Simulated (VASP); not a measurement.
# WS (I4/mmm) in VASP: further runs

WS is run at these levels: PBE; tasks: single point.

Everything below comes from runs of VASP 6.6.1. Logs are shortened: lines on timing, memory, paths and dates and some standing lists are left out, and cuts for length are marked.

## (1) The cell of the first run

Symmetry: I4/mmm, No. 139, tetragonal system. The conventional cell has a = 4.370 Å, b = 4.370 Å, c = 5.015 Å, α = 90.00°, β = 90.00°, γ = 90.00°. Within 3.3 Å of W (site symmetry 4/mmm) lie 6 S at 2.51 to 3.09 Å. Within 3.3 Å of S (site symmetry 4/mmm) lie 6 W at 2.51 to 3.09 Å.

## (2) Single point, PBE (volume scaled by 1.04)

INCAR

```
SYSTEM = WS
ALGO = Normal
EDIFF = 1E-6
ENCUT = 520
GGA = PE
ISIF = 2
ISMEAR = -1
LASPH = .TRUE.
LCHARG = .FALSE.
LREAL = .FALSE.
LWAVE = .FALSE.
NBANDS = 17
NELM = 60
PREC = Accurate
SIGMA = 0.05
```

KPOINTS

```
k-points
0
G
  9 9 9
  0 0 0
```

POSCAR

```
WS
1.0
   -2.1848430673      2.1848430673      2.5072924558
    2.1848430673     -2.1848430673      2.5072924558
    2.1848430673      2.1848430673     -2.5072924558
W S
1 1
Direct
    0.5000000000      0.5000000000      0.0000000000
    0.0000000000      0.0000000000      0.0000000000
```

Potentials or basis: VASP PAW PBE potentials, release 64 (W_sv, S).

The run is started by

```sh
> cat potpaw_PBE.64/W_sv/POTCAR potpaw_PBE.64/S/POTCAR > POTCAR
> mpirun -np 1 vasp_std > vasp.out
```

OUTCAR:

```text
SYSTEM = WS
   EDIFF = 1E-6
   ENCUT = 520
   GGA = PE
   ISIF = 2
   ISMEAR = -1
   LASPH = .TRUE.
   LREAL = .FALSE.
   NELM = 60
   PREC = Accurate

 ion  position               nearest neighbor table
   1  0.500  0.500  0.000-   2 2.51   2 2.51   2 3.09   2 3.09   2 3.09   2 3.09
   2  0.000  0.000  0.000-   1 2.51   1 2.51   1 3.09   1 3.09   1 3.09   1 3.09

  LATTYP: Found a body centered tetragonal cell.
 ALAT       =     4.3696861346
 C/A-ratio  =     1.1475846908

  Lattice vectors:

 A1 = (  -2.1848430673,   2.1848430673,   2.5072924558)
 A2 = (   2.1848430673,  -2.1848430673,   2.5072924558)
 A3 = (   2.1848430673,   2.1848430673,  -2.5072924558)

Analysis of symmetry for initial positions (statically):
=====================================================================
 Subroutine PRICEL returns:
 Original cell was already a primitive cell.

 Routine SETGRP: Setting up the symmetry group for a
 body centered tetragonal supercell.

 Subroutine GETGRP returns: Found 16 space group operations
 (whereof 16 operations were pure point group operations)
 out of a pool of 16 trial point group operations.

The static configuration has the point symmetry D_4h.

Analysis of symmetry for dynamics (positions and initial velocities):
=====================================================================
 Subroutine PRICEL returns:
 Original cell was already a primitive cell.

 Routine SETGRP: Setting up the symmetry group for a
 body centered tetragonal supercell.

 Subroutine GETGRP returns: Found 16 space group operations
 (whereof 16 operations were pure point group operations)
 out of a pool of 16 trial point group operations.

The dynamic configuration has the point symmetry D_4h.

 Subroutine INISYM returns: Found 16 space group operations
 (whereof 16 operations are pure point group operations),
 and found     1 'primitive' translations

----------------------------------------------------------------------------------------

                                     Primitive cell

  volume of cell :      47.8746

  direct lattice vectors                    reciprocal lattice vectors
    -2.184843067  2.184843067  2.507292456     0.000000000  0.228849389  0.199418300
     2.184843067 -2.184843067  2.507292456     0.228849389  0.000000000  0.199418300
     2.184843067  2.184843067 -2.507292456     0.228849389  0.228849389  0.000000000

  length of vectors
     3.979144873  3.979144873  3.979144873     0.303545221  0.303545221  0.323641909

  position of ions in fractional coordinates (direct lattice)
     0.500000000  0.500000000  0.000000000
     0.000000000  0.000000000  0.000000000

  ion indices of the primitive-cell ions
   primitive index   ion index
                 1           1
                 2           2

----------------------------------------------------------------------------------------

 KPOINTS: k-points

Automatic generation of k-mesh.
 Grid dimensions read from file:
 generate k-points for:    9    9    9

 Generating k-lattice:

  Cartesian coordinates                     Fractional coordinates (reciprocal lattice)
     0.000000000  0.025427710  0.022157589     0.111111111 -0.000000000  0.000000000
     0.025427710  0.000000000  0.022157589    -0.000000000  0.111111111  0.000000000
     0.025427710  0.025427710  0.000000000     0.000000000  0.000000000  0.111111111

  Length of vectors
     0.033727247  0.033727247  0.035960212

  Shift w.r.t. Gamma in fractional coordinates (k-lattice)
     0.000000000  0.000000000  0.000000000

 Subroutine IBZKPT returns following result:
 ===========================================

 Found     75 irreducible k-points:

 Following reciprocal coordinates:
            Coordinates               Weight
  0.000000  0.000000  0.000000      1.000000
  0.111111  0.000000  0.000000      8.000000
  0.222222 -0.000000  0.000000      8.000000
  0.333333  0.000000  0.000000      8.000000
  0.444444 -0.000000  0.000000      8.000000
  0.111111  0.111111  0.000000      8.000000
[... 16 lines left out ...]
 -0.333333  0.333333  0.000000      4.000000
  0.444444  0.444444  0.000000      8.000000
 [... further k-points ...]
   k-points           NKPTS =     75   k-points in BZ     NKDIM =     75   number of bands    NBANDS=     17
   number of dos      NEDOS =    301   number of ions     NIONS =      2
   total plane-waves  NPLWV =  27000
   dimension x,y,z NGX =    30 NGY =   30 NGZ =   30
   dimension x,y,z NGXF=    60 NGYF=   60 NGZF=   60
   ions per type =               1   1
   NGX,Y,Z   is equivalent  to a cutoff of  12.53, 12.53, 12.53 a.u.
   NGXF,Y,Z  is equivalent  to a cutoff of  25.07, 25.07, 25.07 a.u.
 SYSTEM =  WS
   PREC   = accura    normal or accurate (medium, high low for compatibility)
   ISTART =      0    job   : 0-new  1-cont  2-samecut
   ICHARG =      2    charge: 1-file 2-atom 10-const
   ISPIN  =      1    spin polarized calculation?
   LNONCOLLINEAR =      F non collinear calculations
   LSORBIT =      F    spin-orbit coupling
   LASPH  =      T    aspherical Exc in radial PAW
   ENCUT  =  520.0 eV  38.22 Ry    6.18 a.u.   7.40  7.40  7.40*2*pi/ulx,y,z
   NELM   =     60;   NELMIN=  2; NELMDL= -5     # of ELM steps
   EDIFF  = 0.1E-05   stopping-criterion for ELM
   LREAL  =      F    real-space projection
   EDIFFG = 0.1E-04   stopping-criterion for IOM
   NSW    =      0    number of steps for IOM
   IBRION =     -1    ionic relax: 0-MD 1-quasi-New 2-CG
   NFREE  =      0    steps in history (QN), initial steepest desc. (CG)
   ISIF   =      2    stress and relaxation
   ISYM   =      2    0-nonsym 1-usesym 2-fastsym
   POTIM  = 0.5000    time-step for ionic-motion
   TEBEG  =    0.0;   TEEND  =   0.0 temperature during run
   PSTRESS=    0.0 pullay stress
   NELECT =      20.0000    total number of electrons
   NUPDOWN=      -1.0000    fix difference up-down
   EMIN   =  10.00;   EMAX   =-10.00  energy-range for DOS
   EFERMI =   0.00;   METHOD = LEGACY
   ISMEAR =    -1;   SIGMA  =   0.05  broadening in eV -4-tet -1-fermi 0-gaus
   EFERMI_NEDOS =   21; number of points for ismear=-14 and -15
   IALGO  =     38    algorithm
   IMIX   =      4    mixing-type and parameters
     AMIX     =   0.40;   BMIX     =  1.00
     AMIX_MAG =   1.60;   BMIX_MAG =  1.00
  volume/ion in A,a.u.               =      23.94       161.54
  Fermi-wavevector in a.u.,A,eV,Ry     =   1.223817  2.312678 20.377814  1.497727
  Thomas-Fermi vector in A             =   2.358914
   LORBIT       =      0    0 simple, 1 ext, 2 COOP (PROOUT), +10 PAW based schemes
   GGA     = PE    functional components
   LHFCALC =     F    Hartree Fock is set to
   AEXX    =    0.0000 exact exchange contribution
   IVDW    =     0    specifies the selected vdW correction
   LEPSILON=     F    determine dielectric tensor
   LRPA    =     F    only Hartree local field effects (RPA)
 non-spin polarized calculation
  energy-cutoff  :      520.00
  volume of cell :       47.87
 maximum number of plane-waves:      1309
 NGX is ok and might be reduce to    30
   NGX = 15   NGY = 15   NGZ = 15

 number of electron      20.0000001 magnetization

 Free energy of the ion-electron system (eV)
  ---------------------------------------------------
  ext. energy  EPLUGINS =         0.00000000
  ---------------------------------------------------
  free energy    TOTEN  =       -13.40660945 eV

  energy without entropy =      -13.36984269  energy(sigma->0) =      -13.38822607

 E-fermi :   5.5892     XC(G=0): -10.1947

 val. band max:        5.5788286351   @ k =  -0.1111   0.2222   0.1111
 cond. band min:       5.5992196035   @ k =  -0.3333   0.3333   0.0000
 fundamental gap:      0.0203909685
 Fermi energy:         5.5892448728

 k-point     1 :       0.0000    0.0000    0.0000
  band No.  band energies     occupation
      1     -69.3163      2.00000
      2     -33.5630      2.00000
      3     -33.3844      2.00000
      4     -33.3844      2.00000
      5      -8.8523      2.00000
      6       2.3834      2.00000
[... 9 lines left out ...]
     16      15.3347      0.00000
     17      15.9043      0.00000

 k-point     2 :       0.1111    0.0000    0.0000
  band No.  band energies     occupation
      1     -69.3163      2.00000
      2     -33.5644      2.00000
      3     -33.3856      2.00000
      4     -33.3851      2.00000
      5      -8.7588      2.00000
      6       1.7351      2.00000
[... 9 lines left out ...]
     16      14.5041      0.00000
     17      15.0100      0.00000

 k-point     3 :       0.2222   -0.0000    0.0000
  band No.  band energies     occupation
      1     -69.3162      2.00000
      2     -33.5682      2.00000
      3     -33.3886      2.00000
      4     -33.3871      2.00000
      5      -8.5055      2.00000
      6       0.4986      2.00000
[... 9 lines left out ...]
     16      12.7425      0.00000
     17      15.0556      0.00000

 k-point     4 :       0.3333    0.0000    0.0000
  band No.  band energies     occupation
      1     -69.3160      2.00000
      2     -33.5727      2.00000
      3     -33.3919      2.00000
      4     -33.3893      2.00000
      5      -8.1804      2.00000
      6      -0.5836      2.00000
[... 9 lines left out ...]
     16      11.1859      0.00000
     17      14.4367      0.00000

 k-point     5 :       0.4444   -0.0000    0.0000
  band No.  band energies     occupation
      1     -69.3159      2.00000
      2     -33.5756      2.00000
      3     -33.3939      2.00000
      4     -33.3907      2.00000
      5      -7.9391      2.00000
      6      -1.2188      2.00000
[... 9 lines left out ...]
     16      12.3867      0.00000
     17      13.5001      0.00000

 k-point     6 :       0.1111    0.1111    0.0000
  band No.  band energies     occupation
      1     -69.3162      2.00000
      2     -33.5673      2.00000
      3     -33.3877      2.00000
      4     -33.3862      2.00000
      5      -8.5688      2.00000
      6       0.7033      2.00000
[... 9 lines left out ...]
     16      12.8024      0.00000
     17      15.0936      0.00000

 k-point     7 :       0.2222    0.1111    0.0000
  band No.  band energies     occupation
      1     -69.3161      2.00000
      2     -33.5715      2.00000
      3     -33.3906      2.00000
      4     -33.3885      2.00000
      5      -8.2730      2.00000
      6      -0.3233      2.00000
[... 9 lines left out ...]
     16      11.7926      0.00000
     17      14.7843      0.00000

 k-point     8 :       0.3333    0.1111    0.0000
  band No.  band energies     occupation
      1     -69.3159      2.00000
      2     -33.5750      2.00000
      3     -33.3930      2.00000
      4     -33.3908      2.00000
      5      -7.9988      2.00000
      6      -1.0305      2.00000
[... 9 lines left out ...]
     16      12.4519      0.00000
     17      13.6371      0.00000
[... 203 lines left out ...]
      1     -69.3161      2.00000
      2     -33.5669      2.00000
      3     -33.3923      2.00000
      4     -33.3849      2.00000
      5      -8.6070      2.00000
      6       0.8248      2.00000
[... 9 lines left out ...]
     16      13.4733      0.00000
     17      14.7702      0.00000

 k-point    20 :       0.3333    0.3333    0.0000
  band No.  band energies     occupation
      1     -69.3158      2.00000
      2     -33.5760      2.00000
      3     -33.3979      2.00000
      4     -33.3910      2.00000
      5      -7.9602      2.00000
      6      -0.6074      2.00000
[... 9 lines left out ...]
     16      11.1733      0.00000
     17      14.8885      0.00000

 k-point    21 :       0.4444    0.3333    0.0000
  band No.  band energies     occupation
      1     -69.3159      2.00000
      2     -33.5743      2.00000
      3     -33.4003      2.00000
      4     -33.3886      2.00000
      5      -8.1192      2.00000
      6       0.1294      2.00000
[... 9 lines left out ...]
     16      12.0873      0.00000
     17      15.2055      0.00000

 k-point    22 :      -0.4444    0.3333    0.0000
  band No.  band energies     occupation
      1     -69.3159      2.00000
      2     -33.5720      2.00000
      3     -33.4007      2.00000
      4     -33.3863      2.00000
      5      -8.2991      2.00000
      6       0.3291      2.00000
[... 9 lines left out ...]
     16      13.2049      0.00000
     17      15.1697      0.00000

 k-point    23 :      -0.3333    0.3333    0.0000
  band No.  band energies     occupation
      1     -69.3160      2.00000
      2     -33.5700      2.00000
      3     -33.3987      2.00000
      4     -33.3853      2.00000
      5      -8.4233      2.00000
      6       0.3953      2.00000
[... 9 lines left out ...]
     16      13.5876      0.00000
     17      14.8921      0.00000

 k-point    24 :       0.4444    0.4444    0.0000
  band No.  band energies     occupation
      1     -69.3159      2.00000
      2     -33.5730      2.00000
      3     -33.4027      2.00000
      4     -33.3865      2.00000
      5      -8.2467      2.00000
      6       0.4038      2.00000
[... 9 lines left out ...]
     16      13.3752      0.00000
     17      15.5333      0.00000

 [... further k-points ...]
[... 5 lines left out ...]
  --------------------------------------------------------------------------------------
  -------------------------------------------------------------------------------------
  Total       -6.1719078     -6.1719078     -9.3892931      0.0000000     -0.0000000      0.0000000
  in kB     -206.5496824   -206.5496824   -314.2230201      0.0000000     -0.0000000      0.0000000
  external PRESSURE =    -242.4407950 kB  Pullay stress =       0.0000000 kB

 VOLUME and BASIS-vectors are now :
 -----------------------------------------------------------------------------
  energy-cutoff  :      520.00
  volume of cell :       47.87
      direct lattice vectors                 reciprocal lattice vectors
    -2.184843067  2.184843067  2.507292456     0.000000000  0.228849389  0.199418300
     2.184843067 -2.184843067  2.507292456     0.228849389  0.000000000  0.199418300
     2.184843067  2.184843067 -2.507292456     0.228849389  0.228849389  0.000000000

 POSITION                                       TOTAL-FORCE (eV/Angst)
 -----------------------------------------------------------------------------------
      0.00000      0.00000      2.50729         0.000000      0.000000     -0.000000
      0.00000      0.00000      0.00000        -0.000000     -0.000000      0.000000
 -----------------------------------------------------------------------------------
    total drift:                                0.000000     -0.000000      0.000000

  FREE ENERGIE OF THE ION-ELECTRON SYSTEM (eV)
  ---------------------------------------------------
  free  energy   TOTEN  =       -13.4066094478 eV

  energy  without entropy=      -13.3698426918  energy(sigma->0) =      -13.38822607
```

It took 27 s on 1 thread of AMD EPYC 9R45 (Zen 5), shared host; peak memory 0.17 GiB.

What came out:

```
Free energy            : -13.4066 eV
Pressure               : -24.2 GPa
Band gap on the k mesh : zero (band 10 reaches 5.94 eV, above the bottom of band 11 at 4.03 eV)
```

Caveat: spin-orbit coupling is left out, which moves the levels of the heavy elements.

## (3) Single point, PBE (volume scaled by 1.06)

INCAR

```
PREC = Accurate
ENCUT = 520
EDIFF = 1E-6
ISMEAR = -1
SIGMA = 0.05
LREAL = F
LASPH = T
NELM = 100
ALGO = Normal
ISIF = 2
LWAVE = F
LCHARG = T
GGA = PE
LELF = T
LVHAR = T
NBANDS = 17
```

KPOINTS

```
Automatic mesh
0
Gamma
  9 9 9
```

POSCAR

```
WS
1.0
   -2.1987596404      2.1987596404      2.5232629020
    2.1987596404     -2.1987596404      2.5232629020
    2.1987596404      2.1987596404     -2.5232629020
W S
1 1
Direct
    0.5000000000      0.5000000000      0.0000000000
    0.0000000000      0.0000000000      0.0000000000
```

Potentials or basis: VASP PAW PBE potentials, release 64 (W_sv, S).

The run is started by

```sh
> cat potpaw_PBE.64/W_sv/POTCAR potpaw_PBE.64/S/POTCAR > POTCAR
> mpirun -np 1 vasp_std > vasp.out
```

Run time: 30 s. Hardware: 1 thread of AMD EPYC 9R45 (Zen 5), shared host; peak memory 0.17 GiB.

It converged, with:

```yaml
Free_energy: -13.2670 eV
Pressure: -24.5 GPa
Band_gap_on_the_k_mesh: zero (band 10 reaches 5.74 eV, above the bottom of band 11 at 3.89 eV)
```

Stress tensor (GPa, compression positive):
```
-20.45   0.00   0.00
  0.00 -20.45   0.00
  0.00   0.00 -32.46
```

Levels at points of the mesh, in eV from the Fermi level:
| k point | band 7 | band 8 | band 9 | band 10 | band 11 | band 12 | band 13 | band 14 |
| --- | --- | --- | --- | --- | --- | --- | --- | --- |
| (0.00, 0.00, 0.00) | -2.62 | -2.62 | -1.93 | -1.51 | -1.51 | -1.02 | -0.28 | 0.73 |

Caveat: spin-orbit coupling is left out, which moves the levels of the heavy elements.
